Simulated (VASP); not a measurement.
Runs of VASP 6.6.1 on TiNi. The structure is that of space group Pm-3m (No. 221), or close to it. The cells are those of the table. 

```tsv
cell	gap on the mesh (eV)	pressure (GPa)
a = 2.958 Å, 2 atoms	none	(a)
a = 3.047 Å, 2 atoms	none	-8.4
a = 2.988 Å, 2 atoms	none	0.6
a = 2.928 Å, 2 atoms	none	12.8
a = 3.018 Å, 2 atoms	none	(b)
```

Alike in all rows: task electric field gradients; level r2SCAN; potentials or basis VASP PAW PBE potentials, release 64 (Ti_sv, Ni); no spin polarisation; k mesh 14 × 14 × 14; cutoff (eV) 520; smearing fermi-dirac 0.05 eV.

Fill in the values left out.

(a) 6.3; (b) -4.2.

Caveats: the PAW data sets were made with another functional, which shifts forces and pressure a little; the cell stands under pressure (at least some runs); the cell stands under tension (at least some runs).

A gap of «none» marks levels without a gap at the run's occupations.
